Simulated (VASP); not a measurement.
Runs of VASP 6.6.1 on I. The structure is that of space group Fmmm (No. 69), or close to it. The cells are those of the table. 

| task | level | spin | cell | k mesh | cutoff (eV) | grid for exact exchange (PRECFOCK) | share of exact exchange | screening parameter | gap on the mesh (eV) | pressure (GPa) | relaxed volume (Å³/atom) |
| --- | --- | --- | --- | --- | --- | --- | --- | --- | --- | --- | --- |
| single point | PBEsol | non-collinear, zero start, SOC | a = 4.570, b = 4.482, c = 3.225 Å, angles 70.6, 67.7, 41.7°, 1 atom | 9 × 9 × 9 | 520 | - | - | - | - | -0.9 | - |
| single point | HF | off | a = 5.638, b = 5.517, c = 3.232 Å, angles 75.2, 71.1, 33.7°, 1 atom | 5 × 5 × 5 | 520 | Normal | 1 | - | none | -0.5 | - |
| relaxation of cell and atoms | r2SCAN | off | relaxed from a = 4.570, b = 4.482, c = 3.225 Å, angles 70.6, 67.7, 41.7°, 1 atom | 9 × 9 × 9 | 600 | - | - | - | none | 0.0 | 40.51 |
| single point | r2SCAN+D3(BJ) | off | a = 4.659, b = 4.570, c = 3.288 Å, angles 70.6, 67.7, 41.7°, 1 atom | 9 × 9 × 9 | 520 | - | - | - | none | (b) | - |
| single point | PBE-based screened hybrid with 25 % exact exchange | off | a = 4.570, b = 4.482, c = 3.225 Å, angles 70.6, 67.7, 41.7°, 1 atom | 5 × 5 × 5 | 520 | Normal | 0.25 | 0.3 1/Å | none | -0.8 | - |
| relaxation of cell and atoms | RPBE+D4 | off | relaxed from a = 4.570, b = 4.482, c = 3.225 Å, angles 70.6, 67.7, 41.7°, 1 atom | 9 × 9 × 9 | 600 | - | - | - | none | 0.0 | 35.14 |
| single point | PBE-based screened hybrid with 25 % exact exchange | off | a = 5.006, b = 4.858, c = 3.186 Å, angles 73.7, 68.6, 37.6°, 1 atom | 5 × 5 × 5 | 520 | Normal | 0.25 | 0.3 1/Å | none | (a) | - |
| single point | r2SCAN | off | a = 4.659, b = 4.570, c = 3.288 Å, angles 70.6, 67.7, 41.7°, 1 atom | 9 × 9 × 9 | 520 | - | - | - | none | (c) | - |
| single point | r2SCAN | off | a = 4.600, b = 4.512, c = 3.247 Å, angles 70.6, 67.7, 41.7°, 1 atom | 9 × 9 × 9 | 520 | - | - | - | none | -0.5 | - |
| single point | r2SCAN | off | a = 4.248, b = 4.185, c = 3.182 Å, angles 68.9, 66.8, 44.3°, 1 atom | 9 × 9 × 9 | 520 | - | - | - | none | 1.9 | - |
| single point | PBEsol | off | a = 4.570, b = 4.482, c = 3.225 Å, angles 70.6, 67.7, 41.7°, 1 atom | 6 × 6 × 6 | 520 | - | - | - | none | -1.3 | - |
| single point | r2SCAN+D3(BJ) | off | a = 4.630, b = 4.541, c = 3.268 Å, angles 70.6, 67.7, 41.7°, 1 atom | 9 × 9 × 9 | 520 | - | - | - | none | -1.6 | - |

Alike in all rows: potentials or basis VASP PAW PBE potentials, release 64 (I); smearing fermi-dirac 0.05 eV.

Problem. Estimate the missing entries.

Solution. (a) -0.1; (b) -1.9; (c) -1.4.

Caveats: some runs use coarse meshes; the PAW data sets were made with another functional, which shifts forces and pressure a little; spin-orbit coupling is left out, which moves the levels of the heavy elements (at least some runs); an odd number of electrons without spin polarisation forces a metal (at least some runs); a magnetic or distorted state may lie lower (at least some runs).

A k mesh can miss the band edges, and rows without SOC leave out spin-orbit coupling on I.

A gap of «none» marks levels without a gap at the run's occupations.
